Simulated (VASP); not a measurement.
# NbAs: relaxation of cell and atoms with PBE

The system is NbAs.

```xyz
4
Lattice="-1.7259 1.7259 5.8400 1.7259 -1.7259 5.8400 1.7259 1.7259 -5.8400" Properties=species:S:1:pos:R:3 pbc="T T T"
Nb    0.0000    0.0000    0.0000
Nb    0.0000    1.7258    2.9200
As    0.0000    0.0000    4.8589
As    1.7259    0.0000    1.9389
```

| Item | Value |
| --- | --- |
| Program | VASP 6.6.1 |
| Task | relaxation of cell and atoms |
| Functional | PBE |
| Potentials or basis | VASP PAW PBE potentials, release 64 (Nb_sv, As) |
| Cutoff | 600 eV |
| k mesh | 14 × 14 × 14 |
| Occupations | gaussian, width 0.05 eV |
| Spin | no spin polarisation |
| Dipole correction | no |
| Further INCAR settings | ALGO = Normal; EDIFF = 1e-07; IBRION = 2; EDIFFG = -0.003; NSW = 80; ISIF = 3 |

```yaml
Relaxed_volume: 17.72 Å³/atom
Relaxed_cell: a = 6.369 Å, b = 6.369 Å, c = 6.369 Å, α = 148.35°, β = 148.35°, γ = 45.37°
Space_group_after_relaxing_to_0.05_Å: I4_1md (No. 109)
Energy_gained_by_relaxing: 5.2 meV/atom
Ionic_steps: 7
Pressure_after_relaxing: 0.0 GPa
Band_gap_on_the_k_mesh: zero (band 18 reaches 9.49 eV, above the bottom of band 19 at 9.40 eV)
```

Step by step:
```csv
step,energy change (eV),largest force (eV/Å),pressure (GPa),volume (Å³)
1,0.0000,0.2967,3.29,69.58
2,0.0168,0.0630,-4.92,73.24
3,-0.0187,0.1302,-0.38,71.08
4,-0.0204,0.0123,0.06,70.89
5,-0.0204,0.0087,0.00,70.92
6,-0.0206,0.0045,0.00,70.91
7,-0.0206,0.0002,0.00,70.89
```

Final structure:
```cif
data_structure
_symmetry_space_group_name_H-M 'P 1'
_symmetry_Int_Tables_number 1
_cell_length_a 6.3688
_cell_length_b 6.3688
_cell_length_c 6.3688
_cell_angle_alpha 148.351
_cell_angle_beta 148.351
_cell_angle_gamma 45.367
_cell_volume 70.89
loop_
_atom_site_label
_atom_site_type_symbol
_atom_site_fract_x
_atom_site_fract_y
_atom_site_fract_z
_atom_site_occupancy
Nb1 Nb 0.99890 0.99890 0.00000 1
Nb2 Nb 0.74890 0.24890 0.50000 1
As1 As 0.41710 0.41710 0.00000 1
As2 As 0.16710 0.66710 0.50000 1
```

Levels at points of the mesh, in eV from the Fermi level:
| k point | band 14 | band 15 | band 16 | band 17 | band 18 | band 19 | band 20 | band 21 | band 22 |
| --- | --- | --- | --- | --- | --- | --- | --- | --- | --- |
| (0.00, 0.00, 0.00) | -2.18 | -2.01 | -1.65 | -1.36 | -1.36 | 0.67 | 1.23 | 2.38 | 2.90 |
| (0.50, 0.00, 0.00) | -3.13 | -2.22 | -1.79 | -1.36 | -0.08 | 0.05 | 1.16 | 2.07 | 2.22 |
| (0.50, 0.50, 0.00) | -4.58 | -2.77 | -2.77 | -0.60 | -0.60 | 2.35 | 2.35 | 2.60 | 2.60 |
| (0.50, 0.50, 0.50) | -2.59 | -2.45 | -2.45 | -0.55 | -0.55 | 0.94 | 0.94 | 1.89 | 1.89 |

Run time: 81 min on 1 thread of AMD EPYC 9R45 96-Core Processor (Zen 5) (shared host), peak memory 0.71 GiB.

PBE usually gives volumes a little too large and moduli too small. Zero-point motion and thermal expansion aren't in these numbers.
